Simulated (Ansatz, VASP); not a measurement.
## Two plane-wave programs on BN

INCAR

```
ALGO = Normal
EDIFF = 1E-7
ENCUT = 520
GGA = PE
ISIF = 2
ISMEAR = 0
LASPH = T
LCHARG = T
LELF = T
LREAL = F
LVHAR = T
LWAVE = F
NBANDS = 11
NELM = 80
PREC = Accurate
SIGMA = 0.02
```

The input KPOINTS:

```
k-points
0
Gamma
  8 8 8
```

Contents of POSCAR:

```
BN
1.0
    0.0073251431      3.4541645643      2.1020294116
    1.2467226660     -0.0410427613      2.1724908007
    1.2440463538      3.4968720181     -0.0646822500
B N
1 1
Direct
    0.0062647093     -0.0078147471      0.9996584586
    0.6823088083      0.6481888848      0.3349314075
```

Input for Ansatz:

```yaml
crystal:
  lattice:
    - [0.0073251431, 3.4541645643, 2.1020294116]
    - [1.246722666, -0.0410427613, 2.1724908007]
    - [1.2440463538, 3.4968720181, -0.06468225]
  atoms:
    - { symbol: B, position: [0.0062647093, -0.0078147471, 0.9996584586] }
    - { symbol: "N", position: [0.6823088083, 0.6481888848, 0.3349314075] }
basis:
  ecutwfc: 420
kpoints:
  mp_grid: { grid: [8, 8, 8] }
hamiltonian:
  xc: pbe
scf:
  occupations: { method: gaussian, width: 0.02 }
output:
  forces: true
  stress: true
  eigenvalues: true
```

Change from the starting cell: kmesh displaced: [8, 8, 8] Gamma-centred.

Alike in both runs: task single point; functional PBE; k mesh 8 × 8 × 8; occupations gaussian, width 0.02 eV; no spin polarisation.

|  | VASP | Ansatz |
| --- | --- | --- |
| version | VASP 6.6.1 | Ansatz 0.2.0 |
| potentials or method | VASP PAW PBE potentials, release 64 (B, N), cutoff 520 eV | scalar-relativistic, plane waves, PAW |
| valence electrons in the cell | 8 | 8 |

|  | VASP | Ansatz | Ansatz less VASP |
| --- | --- | --- | --- |
| gap on the k mesh at the Fermi level (eV) | 3.87 | 3.88 | +0.008 |
| least direct gap on the mesh (eV) | 4.85 | 4.85 | +0.003 |
| pressure (GPa) | 5.4 | 5.4 | -0.06 |
| traceless stress, the component that is largest in VASP (GPa) | 5.94 | 5.83 | -0.118 |
| rms of the force components (eV/Å) | 0.414 | 0.414 | -0.0001 |

Atom by atom the forces differ by 0.001 eV/Å (rms over components).
